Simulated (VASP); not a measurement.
A run of VASP 6.6.1 is set up as follows.

INCAR

```
SYSTEM = Nb
PREC     = Accurate       ! precision mode
ENCUT    = 600            ! plane-wave cutoff, eV
EDIFF    = 1E-6           ! SCF threshold, eV
ISMEAR   = -1             ! smearing method
SIGMA    = 0.1            ! smearing width, eV
LREAL    = .FALSE.        ! projectors in reciprocal space
LASPH    = .TRUE.         ! aspherical terms in the spheres
NELM     = 100            ! most SCF steps
ALGO     = Normal         ! electronic algorithm
ISIF     = 3              ! what is computed and relaxed
LWAVE    = .FALSE.        ! write WAVECAR
LCHARG   = .FALSE.        ! write CHGCAR
GGA      = CA             ! functional
IBRION   = 2              ! ionic algorithm
NSW      = 80             ! ionic steps
EDIFFG   = -0.02          ! ionic threshold
PSTRESS  = 400.0
```

The input KPOINTS:

```
regular mesh
0
G
  9 9 9
  0 0 0
```

File POSCAR:

```
Nb
1.0
    1.6650000000      1.6650000000      1.6650000000
   -1.6650000000      1.6650000000      1.6650000000
   -1.6650000000     -1.6650000000      1.6650000000
Nb
1
Direct
    0.0000000000      0.0000000000      0.0000000000
```

Potentials or basis: VASP PAW LDA potentials, release 64 (Nb_sv).

Run with:

```sh
$ cat potpaw_LDA.64/Nb_sv/POTCAR > POTCAR
$ mpirun -np 1 vasp_std > vasp.out
```

(1) What does it give for the relaxed volume?

(2) Predict the relaxed cell.

(3) Estimate the space group after relaxing (to 0.05 Å).

Answers

(1) 14.70 Å³/atom.

(2) a = 2.673 Å, b = 2.673 Å, c = 2.673 Å, α = 70.53°, β = 109.47°, γ = 70.53°.

(3) Im-3m (No. 229).

Caveat: the cell is relaxed towards a set pressure, so the enthalpy falls and the energy may rise; the volume moved by over 15 % at a fixed basis, so the end points are rough.
